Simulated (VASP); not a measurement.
# HfS2 (P-3m1) in VASP: a series of runs, part 2 of 2

VASP 6.6.1. Earlier steps stand in the parts before.

## 4. Single point, PBE+D3(BJ) (strain +0.0350 x Voigt [0, 0, 1, 0, 0, 0])

Contents of INCAR:

```
SYSTEM = HfS2
PREC = Accurate ; ENCUT = 500
EDIFF = 1E-6 ; ISMEAR = 0
SIGMA = 0.05 ; LREAL = .FALSE.
LASPH = .TRUE. ; NELM = 120
ALGO = Normal ; ISIF = 2
LWAVE = .FALSE. ; LCHARG = .FALSE.
GGA = PE ; IVDW = 12
NBANDS = 18 ; GGA_COMPAT = .FALSE.
```

Contents of KPOINTS:

```
regular mesh
0
G
  12 12 6
  0 0 0
```

Contents of POSCAR:

```
HfS2
1.0
    3.6058628441      0.0000000000      0.0000000000
   -1.8029314221      3.1227688256      0.0000000000
    0.0000000000      0.0000000000      5.9723513198
Hf S
1 2
Direct
    0.0000000000      0.0000000000      0.0000000000
    0.6666666667      0.3333333333      0.7476059866
    0.3333333333      0.6666666667      0.2523940134
```

Potentials or basis: VASP PAW PBE potentials, release 64 (Hf_pv, S).

Launch:

```bash
cat potpaw_PBE.64/Hf_pv/POTCAR potpaw_PBE.64/S/POTCAR > POTCAR
mpirun -np 1 vasp_std > vasp.out
```

OUTCAR:

```text
SYSTEM = HfS2
   PREC = Accurate
   ENCUT = 500
   EDIFF = 1E-6
   ISMEAR = 0
   LREAL = .FALSE.
   LASPH = .TRUE.
   NELM = 120
   ISIF = 2
   GGA = PE
   IVDW = 12
 IVDW          = 12

 ion  position               nearest neighbor table
   1  0.000  0.000  0.000-   2 2.57   3 2.57   2 2.57   3 2.57   2 2.57   3 2.57
   2  0.667  0.333  0.748-   1 2.57   1 2.57   1 2.57
   3  0.333  0.667  0.252-   1 2.57   1 2.57   1 2.57

  LATTYP: Found a hexagonal cell.
 ALAT       =     3.6058628441
 C/A-ratio  =     1.6562890986

  Lattice vectors:

 A1 = (   3.6058628441,   0.0000000000,   0.0000000000)
 A2 = (  -1.8029314221,   3.1227688256,   0.0000000000)
 A3 = (   0.0000000000,   0.0000000000,   5.9723513198)

Analysis of symmetry for initial positions (statically):
=====================================================================
 Subroutine PRICEL returns:
 Original cell was already a primitive cell.

 Routine SETGRP: Setting up the symmetry group for a
 hexagonal supercell.

[... 166 lines left out ...]

  energy without entropy =      -22.86219431  energy(sigma->0) =      -22.86219431

 E-fermi :   3.5780     XC(G=0):  -9.6652

 val. band max:        3.2716952086   @ k =   0.0000   0.0000   0.0000
 cond. band min:       4.1739531168   @ k =   0.5000  -0.0000   0.5000
 fundamental gap:      0.9022579082
 Fermi energy:         3.5779577604

 k-point     1 :       0.0000    0.0000    0.0000
  band No.  band energies     occupation
      1     -27.5208      2.00000
      2     -27.4213      2.00000
      3     -27.4213      2.00000
      4      -9.7460      2.00000
      5      -8.1493      2.00000
      6      -1.5495      2.00000
[... 481 lines left out ...]
      5      -8.2416      2.00000
      6      -1.0311      2.00000
[... 10 lines left out ...]
     17      10.1456      0.00000
     18      10.6701      0.00000

 [... further k-points ...]

------------------------ aborting loop because EDIFF is reached ----------------------------------------

 Edisp (eV)   -0.98351

 E8    (eV) :    -0.4237

  FORCE on cell =-STRESS in cart. coord.  units (eV):
  Direction    XX          YY          ZZ          XY          YZ          ZX
  --------------------------------------------------------------------------------------
  -------------------------------------------------------------------------------------
  Total      -1.17146    -1.17146    -2.23130     0.00000    -0.00000    -0.00000
  in kB     -27.90892   -27.90892   -53.15862     0.00000    -0.00000    -0.00000
  external pressure =      -36.33 kB  Pullay stress =        0.00 kB

 VOLUME and BASIS-vectors are now :
 -----------------------------------------------------------------------------
  energy-cutoff  :      500.00
  volume of cell :       67.25
      direct lattice vectors                 reciprocal lattice vectors
     3.605862844  0.000000000  0.000000000     0.277326133  0.160114318  0.000000000
    -1.802931422  3.122768826  0.000000000     0.000000000  0.320228635  0.000000000
     0.000000000  0.000000000  5.972351320     0.000000000  0.000000000  0.167438241

 POSITION                                       TOTAL-FORCE (eV/Angst)
 -----------------------------------------------------------------------------------
      0.00000      0.00000      0.00000        -0.000000      0.000000      0.000000
      1.80293      1.04092      4.46497         0.000000      0.000000      0.626207
     -0.00000      2.08185      1.50739         0.000000     -0.000000     -0.626207
 -----------------------------------------------------------------------------------
    total drift:                               -0.000000      0.000000      0.000000

  FREE ENERGIE OF THE ION-ELECTRON SYSTEM (eV)
  ---------------------------------------------------
  free  energy   TOTEN  =       -23.8457033040 eV

  energy  without entropy=      -23.8457033040  energy(sigma->0) =      -23.84570330
```

OSZICAR:

```text
N       E                     dE             d eps       ncg     rms          rms(c)
DAV:   1     0.901184352179E+02    0.90118E+02   -0.10655E+04  3608   0.105E+03
DAV:   2    -0.192760807709E+02   -0.10939E+03   -0.10656E+03  4710   0.231E+02
DAV:   3    -0.246167283362E+02   -0.53406E+01   -0.53204E+01  4718   0.440E+01
DAV:   4    -0.246818472609E+02   -0.65119E-01   -0.65073E-01  4856   0.570E+00
DAV:   5    -0.246830687024E+02   -0.12214E-02   -0.12213E-02  4690   0.737E-01    0.473E+01
DAV:   6    -0.229593634288E+02    0.17237E+01   -0.43945E+00  3944   0.101E+01    0.357E+01
DAV:   7    -0.229043774697E+02    0.54986E-01   -0.14583E+00  4206   0.691E+00    0.389E+00
DAV:   8    -0.228670348851E+02    0.37343E-01   -0.16517E-01  3908   0.237E+00    0.165E+00
DAV:   9    -0.228619423799E+02    0.50925E-02   -0.29965E-02  4436   0.962E-01    0.526E-01
DAV:  10    -0.228621425548E+02   -0.20017E-03   -0.37926E-03  4068   0.326E-01    0.286E-01
DAV:  11    -0.228622042936E+02   -0.61739E-04   -0.13502E-04  4640   0.770E-02    0.185E-01
DAV:  12    -0.228621921241E+02    0.12170E-04   -0.48478E-05  3970   0.368E-02    0.201E-02
DAV:  13    -0.228621942162E+02   -0.20921E-05   -0.81813E-06  4466   0.157E-02    0.560E-03
DAV:  14    -0.228621943064E+02   -0.90247E-07   -0.37797E-07  2520   0.373E-03
   1 F= -.23845703E+02 E0= -.23845703E+02  d E =-.331904E-20
```

stdout:

```text
POSCAR found type information on POSCAR HfS
 POSCAR found :  2 types and       3 ions
 scaLAPACK will be used
 LDA part: xc-table for (Slater+PW92), standard interpolation
 POSCAR, INCAR and KPOINTS ok, starting setup
 FFT: planning ... GRIDC
 FFT: planning ... GRID_SOFT
 FFT: planning ... GRID
 WAVECAR not read
 entering main loop
```

It took 50 s on 1 thread of Intel Xeon 6975P-C (Granite Rapids), shared host; peak memory 0.26 GiB.

Results:

| Property | Result |
| --- | --- |
| Free energy | -23.8457 eV |
| Pressure | -3.6 GPa |
| Largest force | 0.626 eV/Å |
| Band gap on the k mesh | 0.90 eV, indirect (least direct gap 1.84 eV) |
| Dispersion energy per atom | -0.328 eV |

Forces on the atoms (eV/Å):
```
Hf   0.000  0.000  0.000
S    0.000  0.000  0.626
S    0.000  0.000 -0.626
```

Levels at points of the mesh, in eV from the valence-band top:
```
           k point  band 9  band 10  band 11  band 12  band 13  band 14
(0.00, 0.00, 0.00)   -0.04     0.00     0.00     2.03     2.03     2.36
(0.50, 0.00, 0.00)   -2.32    -2.02    -1.22     1.07     4.13     4.29
(0.00, 0.00, 0.50)   -1.94    -0.14    -0.14     1.99     1.99     2.72
(0.50, 0.00, 0.50)   -2.43    -0.94    -0.94     0.90     4.12     4.31
```

Caveat: the cell differs from its parent crystal (strain +0.0350 x Voigt [0, 0, 1, 0, 0, 0]); spin-orbit coupling is left out, which moves the levels of the heavy elements. A k mesh can miss the band edges.

## 5. Overview

```csv
cell,gap on the mesh (eV),pressure (GPa),largest force (eV/Å)
"a = 3.606, b = 3.606, c = 5.943 Å, angles 90.0, 90.0, 120.0°, 3 atoms",0.92,-3.2,0.55
"a = 3.606, b = 3.606, c = 6.001 Å, angles 90.0, 90.0, 120.0°, 3 atoms",0.88,-4.0,0.71
"a = 3.606, b = 3.606, c = 5.972 Å, angles 90.0, 90.0, 120.0°, 3 atoms",0.90,-3.6,0.63
```

Alike in all rows: task single point; level PBE+D3(BJ); potentials or basis VASP PAW PBE potentials, release 64 (Hf_pv, S); no spin polarisation; k mesh 12 × 12 × 6; cutoff (eV) 500; smearing gaussian 0.05 eV.

Caveats: spin-orbit coupling is left out, which moves the levels of the heavy elements.

Absolute energies hang on the potentials; compare differences alone.
